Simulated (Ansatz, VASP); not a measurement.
One calculation of LaFeGe, two programs

The input INCAR:

```
ALGO = Normal ; EDIFF = 1E-6
ENCUT = 520 ; GGA = PE
ISIF = 2 ; ISMEAR = -1
ISPIN = 2 ; LASPH = True
LCHARG = False ; LMAXMIX = 6
LORBIT = 11 ; LREAL = False
LWAVE = False ; MAGMOM = 0 0 0.8
NBANDS = 28 ; NELM = 150
NUPDOWN = 0.8 ; PREC = Accurate
SIGMA = 0.05
```

KPOINTS

```
k-points
0
Gamma
  6 6 5
```

The input POSCAR:

```
LaFeGe
1.0
    4.2318077991      0.0000000000      0.0000000000
   -2.1159038996      3.6648530580      0.0000000000
    0.0000000000      0.0000000000      4.2857840000
La Ge Fe
1 1 1
Direct
    0.0000000000      0.0000000000      0.0000000000
    0.6666666667      0.3333333333      0.5000000000
    0.3333333333      0.6666666667      0.5000000000
```

The input input.yaml:

```yaml
crystal:
  lattice:
    - [4.2318077991, 0.0, 0.0]
    - [-2.1159038996, 3.664853058, 0.0]
    - [0.0, 0.0, 4.285784]
  atoms:
    - { symbol: La, position: [0.0, 0.0, 0.0] }
    - { symbol: Ge, position: [0.6666666667, 0.3333333333, 0.5] }
    - { symbol: Fe, position: [0.3333333333, 0.6666666667, 0.5], spin: 0.8 }
hamiltonian:
  xc: pbe
  pseudopotentials: { kind: paw }
magnetization:
  spin_polarized: true
  initial_magnetization: 0.8
  spin_locking: { lock_magnetization: hard }
kpoints:
  mp_grid: { grid: [6, 6, 5] }
scf:
  occupations: { method: fermi_dirac, width: 0.05 }
  lower_state_search: "off"
output:
  forces: true
  stress: true
  eigenvalues: true
  write_density: true
  write_potential: true
  elf: true
  volumetric_format: npy
```

Alike in both runs: task single point; functional PBE; k mesh 6 × 6 × 5; occupations fermi-dirac, width 0.05 eV; collinear spin; fixed moment 0.8 μB.

```csv
,VASP,Ansatz
version,VASP 6.6.1,Ansatz 0.2.0
potentials or method,"VASP PAW PBE potentials, release 64 (La, Ge_d, Fe)",Ansatz PAW
plane-wave cutoff (eV),520,420
valence electrons in the cell,33,41
```

VASP gave:

| Property | Result |
| --- | --- |
| pressure (GPa) | -2.7 |
| traceless stress, the component that is largest in VASP (GPa) | 0.70 |
| net moment per atom (μB) | 0.27 |
| size of the moment on the site where the two differ most (μB) | 0.07 |

Task: Which values does Ansatz return?

Result: Pressure (GPa): -2.7; traceless stress, the component that is largest in VASP (GPa): 0.79; net moment per atom (μB): 0.27; size of the moment on the site where the two differ most (μB): 0.05.

Site moments also hang on the region over which each program counts them. VASP's potentials hold 33 valence electrons a cell and Ansatz's 41, so a difference there can come from the potentials and not from the codes.

Neither program's run includes spin-orbit coupling.
